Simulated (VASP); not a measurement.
Pt, 1 atom in the cell. The structure is orthorhombic, space group Fmmm (No. 69). The conventional cell has a = 3.826 Å, b = 3.894 Å, c = 4.215 Å, α = 90.00°, β = 90.00°, γ = 90.00°. Within 3.6 Å of Pt (site symmetry mmm) lie 12 Pt at 2.73 to 2.87 Å.  This cell differs from its parent crystal: normal strain along x +0.0825, normal strain along z -0.0175.

* Program: VASP 6.6.1
* Task: single point
* Functional: LDA
* Potentials or basis: VASP PAW LDA potentials, release 64 (Pt)
* Cutoff: 520 eV
* k mesh: 20 × 20 × 20
* Occupations: gaussian, width 0.15 eV
* Spin: no spin polarisation
* Dipole correction: no
* Further INCAR settings: ALGO = Fast; EDIFF = 1e-07; NBANDS = 11

Potentials or basis: VASP PAW LDA potentials, release 64 (Pt).

Run with:

```sh
$ cat potpaw_LDA.64/Pt/POTCAR > POTCAR
$ mpirun -np 1 vasp_std > vasp.out
```

Hardware: 1 thread of Intel(R) Xeon(R) Platinum 8488C (Sapphire Rapids), on a shared host.

Task: Estimate the wall time of this run.

Result: It took 3.1 min on 1 thread of Intel(R) Xeon(R) Platinum 8488C (Sapphire Rapids), on a shared host, peak memory 0.3 GiB. Counts: scf iterations 14, k points 1166.
